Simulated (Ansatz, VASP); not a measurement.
**BAs: VASP beside Ansatz**

```xyz
2
Lattice="0.0000 2.3885 2.3885 2.3885 0.0000 2.3885 2.3885 2.3885 0.0000" Properties=species:S:1:pos:R:3 pbc="T T T"
B     0.0000    0.0000    0.0000
As    1.1943    1.1943    1.1943
```

Alike in both runs: task relaxation of cell and atoms; functional LDA; k mesh 7 × 7 × 7; occupations fermi-dirac, width 0.01 eV; no spin polarisation.

```csv
,VASP,Ansatz
version,VASP 6.6.1,Ansatz 0.2.0
potentials or method,"VASP PAW LDA potentials, release 64 (B, As), cutoff 600 eV","plane waves, PAW"
valence electrons in the cell,8,18
```

|  | VASP | Ansatz | Ansatz less VASP |
| --- | --- | --- | --- |
| relaxed volume (Å³/atom) | 13.33 | 13.25 | -0.086 |
| relaxed cell length with the largest relative difference (Å) | 3.353 | 3.346 | -0.0072 |

LDA's correlation is that of Perdew and Zunger in VASP and of Perdew and Wang (1992) in Ansatz. VASP's potentials hold 8 valence electrons a cell and Ansatz's 18, so a difference there can come from the potentials and not from the codes.
